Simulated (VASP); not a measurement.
# CO3 (Cmc2_1) in VASP: single point with PBE

Aim: the single point of CO3 with PBE.

Program: VASP 6.6.1. These are calculated values, not measurements. Logs are shortened: lines on timing, memory, paths and dates and some standing lists are left out, and cuts for length are marked.

## (1) The cell of the first run

It takes space group Cmc2_1 (No. 36, orthorhombic). The conventional cell has a = 3.992 Å, b = 5.487 Å, c = 4.975 Å, α = 90.00°, β = 90.00°, γ = 90.00°. O (site symmetry m) has 1 C at 1.33 Å and 1 O at 1.81 Å within 1.9 Å. O (site symmetry m) has 2 C at 1.42 to 1.84 Å and 1 O at 1.83 Å within 1.9 Å. O (site symmetry m) has 1 C at 1.28 Å within 1.7 Å. C (site symmetry m) has 3 O at 1.28 to 1.42 Å within 1.7 Å.

## (2) Single point, PBE

Contents of INCAR:

```
SYSTEM = CO3
PREC     = Accurate       ! precision mode
ENCUT    = 520            ! plane-wave cutoff, eV
EDIFF    = 1E-6           ! SCF threshold, eV
ISMEAR   = -1             ! smearing method
SIGMA    = 0.0471         ! smearing width, eV
LREAL    = .False.        ! projectors in reciprocal space
LASPH    = .True.         ! aspherical terms in the spheres
NELM     = 100            ! most SCF steps
ALGO     = Normal         ! electronic algorithm
ISIF     = 2              ! what is computed and relaxed
LWAVE    = .False.        ! write WAVECAR
LCHARG   = .True.         ! write CHGCAR
GGA      = PE             ! functional
LELF     = .True.         ! ELF
LVHAR    = .True.       
NBANDS   = 32             ! bands
```

Contents of KPOINTS:

```
Automatic mesh
0
Gamma
  8 8 6
  0 0 0
```

Contents of POSCAR:

```
CO3
1.0
    1.9959580000      2.7432680000      0.0000000000
    1.9959580000     -2.7432680000      0.0000000000
    0.0000000000      0.0000000000     -4.9750610000
O C
6 2
Direct
    0.1177000000      0.8823000000      0.0320000000
    0.8823000000      0.1177000000      0.5320000000
    0.5642000000      0.4358000000      0.7832000000
    0.4358000000      0.5642000000      0.2832000000
    0.2412000000      0.7588000000      0.6948000000
    0.7588000000      0.2412000000      0.1948000000
    0.3415000000      0.6585000000      0.9280000000
    0.6585000000      0.3415000000      0.4280000000
```

Potentials or basis: VASP PAW PBE potentials, release 64 (O, C).

Started as:

```bash
> cat potpaw_PBE.64/O/POTCAR potpaw_PBE.64/C/POTCAR > POTCAR
> mpirun -np 1 vasp_std > vasp.out
```

OUTCAR:

```text
SYSTEM = CO3
   PREC = Accurate
   ENCUT = 520
   EDIFF = 1E-6
   ISMEAR = -1
   LREAL = .False.
   LASPH = .True.
   NELM = 100
   ISIF = 2
   GGA = PE

 ion  position               nearest neighbor table
   1  0.118  0.882  0.032-   7 1.33   5 1.81
   2  0.882  0.118  0.532-   8 1.33   6 1.81
   3  0.564  0.436  0.783-   7 1.42   5 1.83   8 1.84
   4  0.436  0.564  0.283-   8 1.42   6 1.83   7 1.84
   5  0.241  0.759  0.695-   7 1.28   1 1.81   3 1.83
   6  0.759  0.241  0.195-   8 1.28   2 1.81   4 1.83
   7  0.342  0.658  0.928-   5 1.28   1 1.33   3 1.42   4 1.84
   8  0.658  0.342  0.428-   6 1.28   2 1.33   4 1.42   3 1.84

  LATTYP: Found a base centered orthorhombic cell.
 ALAT       =     3.9919160000
 B/A-ratio  =     1.3744116860
 C/A-ratio  =     1.2462839899

  Lattice vectors:

 A1 = (   1.9959580000,   2.7432680000,   0.0000000000)
 A2 = (   1.9959580000,  -2.7432680000,   0.0000000000)
 A3 = (   0.0000000000,   0.0000000000,  -4.9750610000)

Analysis of symmetry for initial positions (statically):
=====================================================================
 Subroutine PRICEL returns:
 Original cell was already a primitive cell.

 Routine SETGRP: Setting up the symmetry group for a
 base centered orthorhombic supercell.

 Subroutine GETGRP returns: Found  4 space group operations
 (whereof  2 operations were pure point group operations)
 out of a pool of  8 trial point group operations.

The static configuration has the point symmetry C_1h.
 The point group associated with its full space group is C_2v.

Analysis of symmetry for dynamics (positions and initial velocities):
=====================================================================
 Subroutine PRICEL returns:
 Original cell was already a primitive cell.

 Routine SETGRP: Setting up the symmetry group for a
 base centered orthorhombic supercell.

 Subroutine GETGRP returns: Found  4 space group operations
 (whereof  2 operations were pure point group operations)
 out of a pool of  8 trial point group operations.

The dynamic configuration has the point symmetry C_1h.
 The point group associated with its full space group is C_2v.

 Subroutine INISYM returns: Found  4 space group operations
 (whereof  2 operations are pure point group operations),
 and found     1 'primitive' translations

----------------------------------------------------------------------------------------

                                     Primitive cell

  volume of cell :      54.4814

  direct lattice vectors                    reciprocal lattice vectors
     1.995958000  2.743268000  0.000000000     0.250506273  0.182264365  0.000000000
     1.995958000 -2.743268000  0.000000000     0.250506273 -0.182264365  0.000000000
     0.000000000  0.000000000 -4.975061000     0.000000000  0.000000000 -0.201002561

  length of vectors
     3.392545896  3.392545896  4.975061000     0.309796210  0.309796210  0.201002561

  position of ions in fractional coordinates (direct lattice)
     0.117700000  0.882300000  0.032000000
     0.882300000  0.117700000  0.532000000
     0.564200000  0.435800000  0.783200000
     0.435800000  0.564200000  0.283200000
     0.241200000  0.758800000  0.694800000
     0.758800000  0.241200000  0.194800000
     0.341500000  0.658500000  0.928000000
     0.658500000  0.341500000  0.428000000

  ion indices of the primitive-cell ions
   primitive index   ion index
                 1           1
                 2           2
                 3           3
                 4           4
                 5           5
                 6           6
                 7           7
                 8           8

----------------------------------------------------------------------------------------

 KPOINTS: Automatic mesh

Automatic generation of k-mesh.
 Grid dimensions read from file:
 generate k-points for:    8    8    6

 Generating k-lattice:

  Cartesian coordinates                     Fractional coordinates (reciprocal lattice)
     0.031313284  0.022783046  0.000000000     0.125000000  0.000000000  0.000000000
     0.031313284 -0.022783046  0.000000000     0.000000000  0.125000000  0.000000000
     0.000000000  0.000000000 -0.033500427     0.000000000  0.000000000  0.166666667

  Length of vectors
     0.038724526  0.038724526  0.033500427

  Shift w.r.t. Gamma in fractional coordinates (k-lattice)
     0.000000000  0.000000000  0.000000000

 Subroutine IBZKPT returns following result:
 ===========================================

 Found     84 irreducible k-points:

 Following reciprocal coordinates:
            Coordinates               Weight
  0.000000  0.000000  0.000000      1.000000
  0.125000 -0.000000  0.000000      4.000000
  0.250000 -0.000000  0.000000      4.000000
  0.375000 -0.000000  0.000000      4.000000
  0.500000 -0.000000  0.000000      2.000000
  0.125000  0.125000  0.000000      2.000000
[... 16 lines left out ...]
  0.125000 -0.000000  0.166667      8.000000
  0.250000 -0.000000  0.166667      8.000000
 [... further k-points ...]
   k-points           NKPTS =     84   k-points in BZ     NKDIM =     84   number of bands    NBANDS=     32
   number of dos      NEDOS =    301   number of ions     NIONS =      8
   total plane-waves  NPLWV =  31360
   dimension x,y,z NGX =    28 NGY =   28 NGZ =   40
   dimension x,y,z NGXF=    56 NGYF=   56 NGZF=   80
   ions per type =               6   2
   NGX,Y,Z   is equivalent  to a cutoff of  13.72, 13.72, 13.37 a.u.
   NGXF,Y,Z  is equivalent  to a cutoff of  27.44, 27.44, 26.73 a.u.
 SYSTEM =  CO3
   PREC   = accura    normal or accurate (medium, high low for compatibility)
   ISTART =      0    job   : 0-new  1-cont  2-samecut
   ICHARG =      2    charge: 1-file 2-atom 10-const
   ISPIN  =      1    spin polarized calculation?
   LNONCOLLINEAR =      F non collinear calculations
   LSORBIT =      F    spin-orbit coupling
   LASPH  =      T    aspherical Exc in radial PAW
   ENCUT  =  520.0 eV  38.22 Ry    6.18 a.u.   6.31  6.31  9.25*2*pi/ulx,y,z
   NELM   =    100;   NELMIN=  2; NELMDL= -5     # of ELM steps
   EDIFF  = 0.1E-05   stopping-criterion for ELM
   LREAL  =      F    real-space projection
[... 7 lines left out ...]
   TEBEG  =    0.0;   TEEND  =   0.0 temperature during run
   PSTRESS=    0.0 pullay stress
   NELECT =      44.0000    total number of electrons
   NUPDOWN=      -1.0000    fix difference up-down
   EMIN   =  10.00;   EMAX   =-10.00  energy-range for DOS
   EFERMI =   0.00;   METHOD = LEGACY
   ISMEAR =    -1;   SIGMA  =   0.05  broadening in eV -4-tet -1-fermi 0-gaus
   EFERMI_NEDOS =   21; number of points for ismear=-14 and -15
   IALGO  =     38    algorithm
   IMIX   =      4    mixing-type and parameters
     AMIX     =   0.40;   BMIX     =  1.00
     AMIX_MAG =   1.60;   BMIX_MAG =  1.00
  volume/ion in A,a.u.               =       6.81        45.96
  Fermi-wavevector in a.u.,A,eV,Ry     =   1.524555  2.880991 31.623577  2.324267
  Thomas-Fermi vector in A             =   2.632846
   LORBIT       =      0    0 simple, 1 ext, 2 COOP (PROOUT), +10 PAW based schemes
   GGA     = PE    functional components
   LHFCALC =     F    Hartree Fock is set to
   AEXX    =    0.0000 exact exchange contribution
   IVDW    =     0    specifies the selected vdW correction
   LEPSILON=     F    determine dielectric tensor
   LRPA    =     F    only Hartree local field effects (RPA)
 non-spin polarized calculation
  energy-cutoff  :      520.00
  volume of cell :       54.48
 maximum number of plane-waves:      1487
 NGX is ok and might be reduce to    28
   NGX = 13   NGY = 13   NGZ = 19

 number of electron      44.0000010 magnetization

 Free energy of the ion-electron system (eV)
  ---------------------------------------------------
  ext. energy  EPLUGINS =         0.00000000
  ---------------------------------------------------
  free energy    TOTEN  =       -38.67386857 eV

  energy without entropy =      -38.66060002  energy(sigma->0) =      -38.66723429

 E-fermi :   4.8850     XC(G=0): -12.3429

 val. band max:        4.8817762927   @ k =   0.1250  -0.0000   0.0000
 cond. band min:       4.8973971870   @ k =   0.1250  -0.0000   0.1667
 fundamental gap:      0.0156208943
 Fermi energy:         4.8849762225

 k-point     1 :       0.0000    0.0000    0.0000
  band No.  band energies     occupation
      1     -20.6747      2.00000
      2     -19.0409      2.00000
      3     -15.8963      2.00000
      4     -14.4851      2.00000
      5     -12.5259      2.00000
      6     -12.3553      2.00000
[... 24 lines left out ...]
     31      19.8815      0.00000
     32      21.1373      0.00000

 k-point     2 :       0.1250   -0.0000    0.0000
  band No.  band energies     occupation
      1     -20.5805      2.00000
      2     -19.0327      2.00000
      3     -15.8711      2.00000
      4     -14.6118      2.00000
      5     -12.7448      2.00000
      6     -12.2291      2.00000
[... 24 lines left out ...]
     31      19.9812      0.00000
     32      21.2820      0.00000

 k-point     3 :       0.2500   -0.0000    0.0000
  band No.  band energies     occupation
      1     -20.3164      2.00000
      2     -19.0427      2.00000
      3     -15.8199      2.00000
      4     -14.9001      2.00000
      5     -13.0859      2.00000
      6     -12.1155      2.00000
[... 24 lines left out ...]
     31      20.3728      0.00000
     32      21.0729      0.00000

 k-point     4 :       0.3750   -0.0000    0.0000
  band No.  band energies     occupation
      1     -19.9468      2.00000
      2     -19.1519      2.00000
      3     -15.7934      2.00000
      4     -15.1497      2.00000
      5     -13.3811      2.00000
      6     -12.0519      2.00000
[... 24 lines left out ...]
     31      20.6783      0.00000
     32      20.7736      0.00000

 k-point     5 :       0.5000   -0.0000    0.0000
  band No.  band energies     occupation
      1     -19.6803      2.00000
      2     -19.3100      2.00000
      3     -15.7946      2.00000
      4     -15.2357      2.00000
      5     -13.4985      2.00000
      6     -12.0317      2.00000
[... 584 lines left out ...]
     31      19.7583      0.00000
     32      19.8687      0.00000

 k-point    22 :       0.0000    0.0000    0.1667
  band No.  band energies     occupation
      1     -20.5946      2.00000
      2     -19.2039      2.00000
      3     -15.7432      2.00000
      4     -14.5409      2.00000
      5     -12.5191      2.00000
      6     -12.3819      2.00000
[... 24 lines left out ...]
     31      19.8240      0.00000
     32      21.1904      0.00000

 k-point    23 :       0.1250   -0.0000    0.1667
  band No.  band energies     occupation
      1     -20.5029      2.00000
      2     -19.1817      2.00000
      3     -15.7435      2.00000
      4     -14.6664      2.00000
      5     -12.7186      2.00000
      6     -12.2632      2.00000
[... 24 lines left out ...]
     31      19.9264      0.00000
     32      21.2202      0.00000

 k-point    24 :       0.2500   -0.0000    0.1667
  band No.  band energies     occupation
      1     -20.2470      2.00000
      2     -19.1509      2.00000
      3     -15.7612      2.00000
      4     -14.9609      2.00000
      5     -13.0100      2.00000
      6     -12.1580      2.00000
[... 24 lines left out ...]
     31      20.3018      0.00000
     32      20.9706      0.00000

 [... further k-points ...]

------------------------ aborting loop because EDIFF is reached ----------------------------------------

  FORCE on cell =-STRESS in cart. coord.  units (eV):
  Direction    XX          YY          ZZ          XY          YZ          ZX
  --------------------------------------------------------------------------------------
  -------------------------------------------------------------------------------------
  Total       25.8384370     15.5233160     15.0148218      0.0000000      0.0000000      0.0000000
  in kB      759.8515966    456.5065783    441.5528813      0.0000000      0.0000000      0.0000000
  external PRESSURE =     552.6370187 kB  Pullay stress =       0.0000000 kB

 VOLUME and BASIS-vectors are now :
 -----------------------------------------------------------------------------
  energy-cutoff  :      520.00
  volume of cell :       54.48
      direct lattice vectors                 reciprocal lattice vectors
     1.995958000  2.743268000  0.000000000     0.250506273  0.182264365  0.000000000
     1.995958000 -2.743268000  0.000000000     0.250506273 -0.182264365  0.000000000
     0.000000000  0.000000000 -4.975061000     0.000000000  0.000000000 -0.201002561

 POSITION                                       TOTAL-FORCE (eV/Angst)
 -----------------------------------------------------------------------------------
      1.99596     -2.09750     -0.15920         0.000000      2.254722     -1.059027
      1.99596      2.09750     -2.64673         0.000000     -2.254722     -1.059027
      1.99596      0.35224     -3.89647         0.000000     -0.993064     -4.303827
      1.99596     -0.35224     -1.40894         0.000000      0.993064     -4.303827
      1.99596     -1.41992     -3.45667         0.000000     -0.938418      0.847999
      1.99596      1.41992     -0.96914         0.000000      0.938418      0.847999
      1.99596     -0.86962     -4.61686         0.000000     -0.824319      4.514855
      1.99596      0.86962     -2.12933         0.000000      0.824319      4.514855
 -----------------------------------------------------------------------------------
    total drift:                                0.000000      0.000000      0.000818

  FREE ENERGIE OF THE ION-ELECTRON SYSTEM (eV)
  ---------------------------------------------------
  free  energy   TOTEN  =       -38.6738685655 eV

  energy  without entropy=      -38.6606000175  energy(sigma->0) =      -38.66723429
```

It took 3 min on 1 thread of Intel Xeon 8259CL, shared host; peak memory 0.24 GiB.

Results:

```yaml
Free_energy: -38.6739 eV
Pressure: 55.3 GPa
Largest_force: 4.589 eV/Å
Band_gap_on_the_k_mesh: zero (bands 22 and 23 overlap by 0.17 eV)
```

Forces in eV/Å, atoms in the order of the input:
```
O    0.000  2.255 -1.059
O    0.000 -2.255 -1.059
O    0.000 -0.993 -4.304
O    0.000  0.993 -4.304
O    0.000 -0.938  0.848
O    0.000  0.938  0.848
C    0.000 -0.824  4.515
C    0.000  0.824  4.515
```

Stress tensor (GPa, compression positive):
```
75.99  0.00  0.00
 0.00 45.65  0.00
 0.00  0.00 44.16
```

Levels at points of the mesh, in eV from the Fermi level:
```tsv
k point	band 20	band 21	band 22	band 23	band 24	band 25
(0.00, 0.00, 0.00)	-1.41	-1.19	-0.74	-0.07	0.49	2.93
(0.50, 0.00, 0.00)	-1.28	-1.03	-0.22	0.75	0.75	2.14
(0.50, 0.50, 0.00)	-0.39	-0.20	0.07	0.08	0.93	3.79
(0.00, 0.00, 0.50)	-1.45	-1.13	-1.13	0.55	0.55	3.93
(0.50, 0.00, 0.50)	-1.42	-0.76	-0.76	1.16	1.16	3.86
(0.50, 0.50, 0.50)	-1.30	0.06	0.06	0.91	0.91	4.47
```

Caveat: the cell stands under pressure; this functional lacks dispersion, which holds the molecules together, so the pressure and a relaxed volume are unreliable; forces of over 1 eV/Å act on the atoms, so gaps and moduli don't describe the material at rest.
